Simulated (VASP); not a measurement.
Runs of VASP 6.6.1 on Cs. The structure is that of space group Im-3m (No. 229), or close to it. The cells are those of the table. 

```csv
level,cell,k mesh,gap on the mesh (eV),pressure (GPa)
r2SCAN,"a = 5.293 Å, angles 109.5°, 1 atom",10 × 10 × 10,none,0.2
r2SCAN,"a = 5.352 Å, angles 109.5°, 1 atom",10 × 10 × 10,none,0.1
r2SCAN,"a = 5.135 Å, angles 109.5°, 1 atom",10 × 10 × 10,none,0.4
r2SCAN,"a = 5.359 Å, angles 109.5°, 1 atom",10 × 10 × 10,none,0.1
PBE,"a = 5.261 Å, angles 109.5°, 1 atom",6 × 6 × 6,none,0.1
r2SCAN,"a = 5.442 Å, angles 109.5°, 1 atom",10 × 10 × 10,none,0.0
r2SCAN,"a = 5.215 Å, angles 109.5°, 1 atom",10 × 10 × 10,none,0.2
PBE,"a = 5.352 Å, angles 109.5°, 1 atom",6 × 6 × 6,none,0.0
r2SCAN,"a = 5.369 Å, angles 109.5°, 1 atom",10 × 10 × 10,none,0.1
r2SCAN,"a = 5.514 Å, angles 109.5°, 1 atom",10 × 10 × 10,none,-0.1
r2SCAN,"a = 5.052 Å, angles 109.5°, 1 atom",12 × 12 × 12,none,(a)
PBE,"a = 5.254 Å, angles 109.5°, 1 atom",6 × 6 × 6,none,0.1
```

Alike in all rows: task single point; potentials or basis VASP PAW PBE potentials, release 64 (Cs_sv); no spin polarisation; cutoff (eV) 520; smearing gaussian 0.05 eV.

Task: Fill in the values left out.

Result: (a) 0.6.

Caveats: spin-orbit coupling is left out, which moves the levels of the heavy elements; the PAW data sets were made with another functional, which shifts forces and pressure a little (at least some runs).

A k mesh can miss the band edges, and the runs leave out spin-orbit coupling on Cs.

A gap of «none» marks levels without a gap at the run's occupations.
